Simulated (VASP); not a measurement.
# TiO2 (I4_1/amd) in VASP: further runs

Runs on TiO2. Level: PBEsol. Tasks: relaxation of cell and atoms, single point.

All numbers are computed with VASP 6.6.1; they aren't measurements. Logs are shortened: lines on timing, memory, paths and dates and some standing lists are left out, and cuts for length are marked.

**1. The cell of the first run**

It takes space group I4_1/amd (No. 141, tetragonal). The conventional cell has a = 3.799 Å, b = 3.799 Å, c = 9.698 Å, α = 90.00°, β = 90.00°, γ = 90.00°. Ti (site symmetry -4m2) has 6 O at 1.95 to 2.00 Å within 2.6 Å. O (site symmetry 2mm) has 3 Ti at 1.95 to 2.00 Å and 2 O at 2.47 Å within 2.6 Å.

**2. Relaxation of cell and atoms, PBEsol**

INCAR reads:

```
SYSTEM = TiO2
PREC = Accurate
ENCUT = 600
EDIFF = 1E-7
ISMEAR = -1
SIGMA = 0.02
LREAL = .False.
LASPH = .True.
NELM = 100
ALGO = Normal
ISIF = 3
LWAVE = .False.
LCHARG = .False.
GGA = PS
IBRION = 2
NSW = 80
EDIFFG = -0.005
```

KPOINTS reads:

```
regular mesh
0
Gamma
  8 8 8
  0 0 0
```

POSCAR reads:

```
TiO2
1.0
   -1.8996052401      1.8996052401      4.8488450591
    1.8996052401     -1.8996052401      4.8488450591
    1.8996052401      1.8996052401     -4.8488450591
Ti O
2 4
Direct
    0.0000000000      0.0000000000      0.0000000000
    0.7500000000      0.2500000000      0.5000000000
    0.9564829889      0.4564829889      0.5000000000
    0.2064829889      0.2064829889      0.0000000000
    0.5435170111      0.0435170111      0.5000000000
    0.7935170111      0.7935170111      0.0000000000
```

Potentials or basis: VASP PAW PBE potentials, release 64 (Ti_sv, O).

The run is started by

```sh
$ cat potpaw_PBE.64/Ti_sv/POTCAR potpaw_PBE.64/O/POTCAR > POTCAR
$ mpirun -np 1 vasp_std > vasp.out
```

OUTCAR:

```text
SYSTEM = TiO2
   PREC = Accurate
   ENCUT = 600
   EDIFF = 1E-7
   ISMEAR = -1
   LREAL = .False.
   LASPH = .True.
   NELM = 100
   ISIF = 3
   GGA = PS
   IBRION = 2
   NSW = 80
   EDIFFG = -0.005

 ion  position               nearest neighbor table
   1  0.000  0.000  0.000-   5 1.95   3 1.95   5 1.95   3 1.95   4 2.00   6 2.00
   2  0.750  0.250  0.500-   6 1.95   4 1.95   6 1.95   4 1.95   3 2.00   5 2.00
   3  0.956  0.456  0.500-   1 1.95   1 1.95   2 2.00
   4  0.206  0.206  0.000-   2 1.95   2 1.95   1 2.00
   5  0.544  0.044  0.500-   1 1.95   1 1.95   2 2.00
   6  0.794  0.794  0.000-   2 1.95   2 1.95   1 2.00

  LATTYP: Found a body centered tetragonal cell.
 ALAT       =     3.7992104802
 C/A-ratio  =     2.5525540553

  Lattice vectors:

 A1 = (  -1.8996052401,   1.8996052401,   4.8488450591)
 A2 = (   1.8996052401,  -1.8996052401,   4.8488450591)
 A3 = (   1.8996052401,   1.8996052401,  -4.8488450591)

Analysis of symmetry for initial positions (statically):
=====================================================================
 Subroutine PRICEL returns:
 Original cell was already a primitive cell.

 Routine SETGRP: Setting up the symmetry group for a
 body centered tetragonal supercell.

 Subroutine GETGRP returns: Found 16 space group operations
 (whereof  8 operations were pure point group operations)
 out of a pool of 16 trial point group operations.

The static configuration has the point symmetry D_2d.
 The point group associated with its full space group is D_4h.

Analysis of symmetry for dynamics (positions and initial velocities):
=====================================================================
 Subroutine PRICEL returns:
 Original cell was already a primitive cell.

 Routine SETGRP: Setting up the symmetry group for a
 body centered tetragonal supercell.

 Subroutine GETGRP returns: Found 16 space group operations
 (whereof  8 operations were pure point group operations)
 out of a pool of 16 trial point group operations.

The dynamic configuration has the point symmetry D_2d.
 The point group associated with its full space group is D_4h.

 Subroutine INISYM returns: Found 16 space group operations
 (whereof  8 operations are pure point group operations),
 and found     1 'primitive' translations

----------------------------------------------------------------------------------------

                                     Primitive cell

  volume of cell :      69.9882

  direct lattice vectors                    reciprocal lattice vectors
    -1.899605240  1.899605240  4.848845059     0.000000000  0.263212582  0.103117339
     1.899605240 -1.899605240  4.848845059     0.263212582  0.000000000  0.103117339
     1.899605240  1.899605240 -4.848845059     0.263212582  0.263212582  0.000000000

  length of vectors
     5.543311153  5.543311153  5.543311153     0.282690730  0.282690730  0.372238803

  position of ions in fractional coordinates (direct lattice)
     0.000000000  0.000000000  0.000000000
     0.750000000  0.250000000  0.500000000
     0.956482989  0.456482989  0.500000000
     0.206482989  0.206482989  0.000000000
     0.543517011  0.043517011  0.500000000
     0.793517011  0.793517011  0.000000000

  ion indices of the primitive-cell ions
   primitive index   ion index
                 1           1
                 2           2
                 3           3
                 4           4
                 5           5
                 6           6

----------------------------------------------------------------------------------------

 KPOINTS: regular mesh

Automatic generation of k-mesh.
 Grid dimensions read from file:
 generate k-points for:    8    8    8

 Generating k-lattice:

  Cartesian coordinates                     Fractional coordinates (reciprocal lattice)
     0.000000000  0.032901573  0.012889667     0.125000000  0.000000000  0.000000000
     0.032901573  0.000000000  0.012889667     0.000000000  0.125000000  0.000000000
     0.032901573  0.032901573  0.000000000     0.000000000  0.000000000  0.125000000

  Length of vectors
     0.035336341  0.035336341  0.046529850

  Shift w.r.t. Gamma in fractional coordinates (k-lattice)
     0.000000000  0.000000000  0.000000000

 Subroutine IBZKPT returns following result:
 ===========================================

 Found     59 irreducible k-points:

 Following reciprocal coordinates:
            Coordinates               Weight
  0.000000  0.000000  0.000000      1.000000
  0.125000  0.000000  0.000000      8.000000
  0.250000  0.000000  0.000000      8.000000
  0.375000  0.000000  0.000000      8.000000
  0.500000  0.000000  0.000000      4.000000
  0.125000  0.125000  0.000000      8.000000
[... 16 lines left out ...]
  0.250000  0.125000  0.125000     16.000000
  0.375000  0.125000  0.125000      8.000000
 [... further k-points ...]
   k-points           NKPTS =     59   k-points in BZ     NKDIM =     59   number of bands    NBANDS=     28
   number of dos      NEDOS =    301   number of ions     NIONS =      6
   total plane-waves  NPLWV = 110592
   dimension x,y,z NGX =    48 NGY =   48 NGZ =   48
   dimension x,y,z NGXF=    96 NGYF=   96 NGZF=   96
   ions per type =               2   4
   NGX,Y,Z   is equivalent  to a cutoff of  14.40, 14.40, 14.40 a.u.
   NGXF,Y,Z  is equivalent  to a cutoff of  28.79, 28.79, 28.79 a.u.
 SYSTEM =  TiO2
   PREC   = accura    normal or accurate (medium, high low for compatibility)
   ISTART =      0    job   : 0-new  1-cont  2-samecut
   ICHARG =      2    charge: 1-file 2-atom 10-const
   ISPIN  =      1    spin polarized calculation?
   LNONCOLLINEAR =      F non collinear calculations
   LSORBIT =      F    spin-orbit coupling
   LASPH  =      T    aspherical Exc in radial PAW
   ENCUT  =  600.0 eV  44.10 Ry    6.64 a.u.  11.07 11.07 11.07*2*pi/ulx,y,z
   NELM   =    100;   NELMIN=  2; NELMDL= -5     # of ELM steps
   EDIFF  = 0.1E-06   stopping-criterion for ELM
   LREAL  =      F    real-space projection
   EDIFFG = -.5E-02   stopping-criterion for IOM
   NSW    =     80    number of steps for IOM
   IBRION =      2    ionic relax: 0-MD 1-quasi-New 2-CG
   NFREE  =      1    steps in history (QN), initial steepest desc. (CG)
   ISIF   =      3    stress and relaxation
   ISYM   =      2    0-nonsym 1-usesym 2-fastsym
   POTIM  = 0.5000    time-step for ionic-motion
   TEBEG  =    0.0;   TEEND  =   0.0 temperature during run
   PSTRESS=    0.0 pullay stress
   NELECT =      48.0000    total number of electrons
   NUPDOWN=      -1.0000    fix difference up-down
   EMIN   =  10.00;   EMAX   =-10.00  energy-range for DOS
   EFERMI =   0.00;   METHOD = LEGACY
   ISMEAR =    -1;   SIGMA  =   0.02  broadening in eV -4-tet -1-fermi 0-gaus
   EFERMI_NEDOS =   21; number of points for ismear=-14 and -15
   IALGO  =     38    algorithm
   IMIX   =      4    mixing-type and parameters
     AMIX     =   0.40;   BMIX     =  1.00
     AMIX_MAG =   1.60;   BMIX_MAG =  1.00
  volume/ion in A,a.u.               =      11.66        78.72
  Fermi-wavevector in a.u.,A,eV,Ry     =   1.443711  2.728218 28.358639  2.084301
  Thomas-Fermi vector in A             =   2.562088
   LORBIT       =      0    0 simple, 1 ext, 2 COOP (PROOUT), +10 PAW based schemes
   GGA     = PS    functional components
   LHFCALC =     F    Hartree Fock is set to
   AEXX    =    0.0000 exact exchange contribution
   IVDW    =     0    specifies the selected vdW correction
   LEPSILON=     F    determine dielectric tensor
   LRPA    =     F    only Hartree local field effects (RPA)
 conjugate gradient relaxation of ions
 non-spin polarized calculation
  energy-cutoff  :      600.00
  volume of cell :       69.99
 maximum number of plane-waves:      2363
 NGX is ok and might be reduce to    48
   NGX = 23   NGY = 23   NGZ = 23

--------------------------------------- Ionic step        1  -------------------------------------------

 number of electron      47.9999998 magnetization

 Free energy of the ion-electron system (eV)
  ---------------------------------------------------
  ext. energy  EPLUGINS =         0.00000000
  ---------------------------------------------------
  free energy    TOTEN  =       -56.19820089 eV

  energy without entropy =      -56.19820089  energy(sigma->0) =      -56.19820089

------------------------ aborting loop because EDIFF is reached ----------------------------------------

  FORCE on cell =-STRESS in cart. coord.  units (eV):
  Direction    XX          YY          ZZ          XY          YZ          ZX
  --------------------------------------------------------------------------------------
  -------------------------------------------------------------------------------------
  Total       -2.3638108     -2.3638108     -2.4679228      0.0000000      0.0000000      0.0000000
  in kB      -54.1125842    -54.1125842    -56.4959257      0.0000000      0.0000000      0.0000000
  external PRESSURE =     -54.9070314 kB  Pullay stress =       0.0000000 kB
[... 101 lines left out ...]
  FREE ENERGIE OF THE ION-ELECTRON SYSTEM (eV)
  ---------------------------------------------------
  free  energy   TOTEN  =       -56.2297452120 eV

  energy  without entropy=      -56.2297452120  energy(sigma->0) =      -56.22974521

[... ionic steps 4 to 11 ...]

--------------------------------------- Ionic step       12  -------------------------------------------

 number of electron      47.9999997 magnetization

------------------------ aborting loop because EDIFF is reached ----------------------------------------

  FORCE on cell =-STRESS in cart. coord.  units (eV):
  Direction    XX          YY          ZZ          XY          YZ          ZX
  --------------------------------------------------------------------------------------
  -------------------------------------------------------------------------------------
  Total        0.0101002      0.0101002      0.0534230      0.0000000     -0.0000000      0.0000000
  in kB        0.2379311      0.2379311      1.2584855      0.0000000     -0.0000000      0.0000000
  external PRESSURE =       0.5781159 kB  Pullay stress =       0.0000000 kB
[... 65 lines left out ...]
  energy  without entropy=      -56.2314135959  energy(sigma->0) =      -56.23141360

--------------------------------------- Ionic step       14  -------------------------------------------

 number of electron      47.9999997 magnetization

 Free energy of the ion-electron system (eV)
  ---------------------------------------------------
  ext. energy  EPLUGINS =         0.00000000
  ---------------------------------------------------
  free energy    TOTEN  =       -56.23143978 eV

  energy without entropy =      -56.23143978  energy(sigma->0) =      -56.23143978

 E-fermi :   3.7417     XC(G=0): -11.0268

 val. band max:        3.2631106243   @ k =  -0.3750   0.3750   0.0000
 cond. band min:       5.3826646953   @ k =   0.0000   0.0000   0.0000
 fundamental gap:      2.1195540710
 Fermi energy:         3.7417366111

 k-point     1 :       0.0000    0.0000    0.0000
  band No.  band energies     occupation
      1     -52.8147      2.00000
      2     -52.7528      2.00000
      3     -29.4044      2.00000
      4     -29.1575      2.00000
      5     -29.1575      2.00000
      6     -29.0848      2.00000
[... 733 lines left out ...]
     27       6.9680      0.00000
     28       6.9985      0.00000

 [... further k-points ...]
[... 5 lines left out ...]
  --------------------------------------------------------------------------------------
  -------------------------------------------------------------------------------------
  Total        0.0184813      0.0184813      0.0126076      0.0000000      0.0000000      0.0000000
  in kB        0.4355326      0.4355326      0.2971111      0.0000000      0.0000000      0.0000000
  external PRESSURE =       0.3893921 kB  Pullay stress =       0.0000000 kB
[... 21 lines left out ...]
  FREE ENERGIE OF THE ION-ELECTRON SYSTEM (eV)
  ---------------------------------------------------
  free  energy   TOTEN  =       -56.2314397812 eV

  energy  without entropy=      -56.2314397812  energy(sigma->0) =      -56.23143978

 reached required accuracy - stopping structural energy minimisation
```

Run time: 35 min. Hardware: 1 thread of Intel Xeon Platinum 8488C (Sapphire Rapids), shared host; peak memory 0.41 GiB.

What came out:

* Free energy: -56.2314 eV
* Relaxed volume: 11.33 Å³/atom
* Relaxed cell: a = 5.472 Å, b = 5.472 Å, c = 5.472 Å, α = 139.68°, β = 139.68°, γ = 58.34°
* Space group after relaxing (to 0.1 Å): I4_1/amd (No. 141)
* Energy gained by relaxing: 5.5 meV/atom
* Ionic steps: 14
* Pressure after relaxing: 0.0 GPa
* Band gap on the k mesh: 2.12 eV (least direct gap 2.42 eV)

Step by step:
```tsv
step	energy change (eV)	largest force (eV/Å)	pressure (GPa)	volume (Å³)
1	0.0000	0.0879	-5.49	69.99
2	0.0216	0.3294	7.76	66.02
3	-0.0315	0.0834	-0.10	68.22
4	-0.0315	0.0871	0.01	68.19
5	-0.0323	0.0199	0.07	68.11
6	-0.0323	0.0172	0.07	68.10
7	-0.0326	0.0102	-0.07	68.13
8	-0.0328	0.0022	-0.38	68.19
9	-0.0330	0.0030	-0.27	68.14
10	-0.0332	0.0121	-0.05	68.06
11	-0.0330	0.0311	0.38	67.89
12	-0.0332	0.0172	0.06	68.01
13	-0.0332	0.0124	0.05	68.01
14	-0.0332	0.0003	0.04	67.99
```

Final structure:
```cif
data_structure
_symmetry_space_group_name_H-M 'P 1'
_symmetry_Int_Tables_number 1
_cell_length_a 5.4723
_cell_length_b 5.4723
_cell_length_c 5.4723
_cell_angle_alpha 139.680
_cell_angle_beta 139.680
_cell_angle_gamma 58.340
_cell_volume 67.99
loop_
_atom_site_label
_atom_site_type_symbol
_atom_site_fract_x
_atom_site_fract_y
_atom_site_fract_z
_atom_site_occupancy
Ti1 Ti 0.00000 0.00000 0.00000 1
Ti2 Ti 0.75000 0.25000 0.50000 1
O1 O 0.95759 0.45759 0.50000 1
O2 O 0.20759 0.20759 0.00000 1
O3 O 0.54241 0.04241 0.50000 1
O4 O 0.79241 0.79241 0.00000 1
```

Levels at points of the mesh, in eV from the valence-band top:
| k point | band 21 | band 22 | band 23 | band 24 | band 25 | band 26 | band 27 | band 28 |
| --- | --- | --- | --- | --- | --- | --- | --- | --- |
| (0.00, 0.00, 0.00) | -0.74 | -0.74 | -0.44 | -0.44 | 2.12 | 2.87 | 4.06 | 4.06 |
| (0.50, 0.00, 0.00) | -1.95 | -0.93 | -0.81 | -0.61 | 3.27 | 3.60 | 3.60 | 3.69 |
| (0.50, 0.50, 0.00) | -2.06 | -2.06 | -0.01 | -0.01 | 3.36 | 3.36 | 3.85 | 3.85 |
| (0.50, 0.50, 0.50) | -1.24 | -1.24 | -0.08 | -0.08 | 2.48 | 2.48 | 3.82 | 3.82 |

Caveat: the PAW data sets were made with another functional, which shifts forces and pressure a little. A k mesh can miss the band edges.

(Part 1 of 2 ends here.)
